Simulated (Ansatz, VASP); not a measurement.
## InSb in VASP and in Ansatz

```xyz
2
Lattice="0.0000 3.2391 3.2067 3.2391 0.0000 3.2067 3.2391 3.2391 0.0000" Properties=species:S:1:pos:R:3 pbc="T T T"
In    0.0000    0.0000    0.0000
Sb    4.8586    4.8586    4.8101
```

Change from the starting cell: zz strain of -1 %.

Alike in both runs: task single point; functional LDA; k mesh 10 × 10 × 10; occupations fermi-dirac, width 0.03 eV; no spin polarisation.

```csv
,VASP,Ansatz
version,VASP 6.6.1,Ansatz 0.2.0
potentials or method,"VASP PAW LDA potentials, release 64 (In_d, Sb), cutoff 520 eV","all-electron LAPW, scalar-relativistic"
```

|  | VASP | Ansatz | Ansatz less VASP |
| --- | --- | --- | --- |
| pressure (GPa) | -0.1 | -0.1 | -0.08 |
| traceless stress, the component that is largest in VASP (GPa) | 0.19 | 0.19 | 0.000 |

LDA's correlation is that of Perdew and Zunger in VASP and of Perdew and Wang (1992) in Ansatz. Ansatz ran all-electron here, and VASP with PAW potentials.

Spin-orbit coupling is off throughout.
